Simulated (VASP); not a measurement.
Input of a VASP 6.6.1 run:

File INCAR:

```
  PREC = Accurate
  ENCUT = 520
  EDIFF = 1E-7
  ISMEAR = 0
  SIGMA = 0.01
  LREAL = F
  LASPH = T
  NELM = 80
  ALGO = Normal
  ISIF = 2
  LWAVE = F
  LCHARG = F
  GGA = PS
  NBANDS = 16
```

The input KPOINTS:

```
regular mesh
0
Gamma
  2 2 2
```

File POSCAR:

```
BiB
1.0
    0.0000000000      2.7448744688      2.7448744688
    2.7448744688      0.0000000000      2.7448744688
    2.7448744688      2.7448744688      0.0000000000
B Bi
1 1
Direct
    0.0000000000      0.0000000000      0.0000000000
    0.2500000000      0.2500000000      0.2500000000
```

Potentials or basis: VASP PAW PBE potentials, release 64 (B, Bi_d).

Run with:

```console
$ cat potpaw_PBE.64/B/POTCAR potpaw_PBE.64/Bi_d/POTCAR > POTCAR
$ mpirun -np 1 vasp_std > vasp.out
```

**Question.** What does it give for the band gap on the k mesh?

**Answer.** 0.32 eV.

**Question.** Estimate the pressure.

**Answer.** 1.8 GPa.

Caveat: the k points lie up to 0.99 Å⁻¹ apart; the PAW data sets were made with another functional, which shifts forces and pressure a little; spin-orbit coupling is left out, which moves the levels of the heavy elements. A k mesh can miss the band edges.
